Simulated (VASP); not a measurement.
Wanted: the native input for a VASP 6.6.1 run.

```
Task                   : single point
Functional             : PBE
Potentials or basis    : VASP PAW PBE potentials, release 64 (Dy_3, Ti_sv), 4f in core
Cutoff                 : 500 eV
k mesh                 : 8 × 8 × 12
Occupations            : gaussian, width 0.1 eV
Spin                   : no spin polarisation
Dipole correction      : no
Mended                 : yes
Further INCAR settings : ALGO = Normal; EDIFF = 1e-06; NBANDS = 22
```

The structure of Dy2Ti lies in POSCAR:

```
Dy2Ti
1.0
    5.2031607282      0.0000000000      0.0000000000
    0.0000000000      5.2031607282      0.0000000000
    0.0000000000      0.0000000000      3.2446433196
Dy Ti
2 1
Direct
    0.5000000000      0.0000000000      0.5706168279
    0.0000000000      0.5000000000      0.4293831721
    0.0000000000      0.0000000000      0.0000000000
```

The cell was built from a structure type or drawn by symmetry, and may not be a known phase.

One way to write it, as run:

INCAR

```
SYSTEM = Dy2Ti
ALGO = Normal
EDIFF = 1E-6
ENCUT = 500
GGA = PE
GGA_COMPAT = .False.
ISIF = 2
ISMEAR = 0
LASPH = .True.
LCHARG = .False.
LMAXMIX = 6
LREAL = .False.
LWAVE = .False.
NBANDS = 22
NELM = 200
PREC = Accurate
SIGMA = 0.1
```

KPOINTS

```
k-points
0
Gamma
  8 8 12
  0 0 0
```

Potentials or basis: VASP PAW PBE potentials, release 64 (Dy_3, Ti_sv), 4f in core.

Launch:

```sh
$ cat potpaw_PBE.64/Dy_3/POTCAR potpaw_PBE.64/Ti_sv/POTCAR > POTCAR
$ mpirun -np 1 vasp_std > vasp.out
```

Results of the run:

- Pressure: 0.2 GPa
- Largest force: 0.016 eV/Å
- Band gap on the k mesh: zero (bands 15 and 16 overlap by 0.69 eV)

Caveat: spin-orbit coupling is left out, which moves the levels of the heavy elements; the 4f electrons are frozen in the core, so they carry no moment and show no levels.

Wall time 66 s on 1 thread of Intel(R) Xeon(R) 6975P-C (Granite Rapids) (shared host), peak memory 0.32 GiB.
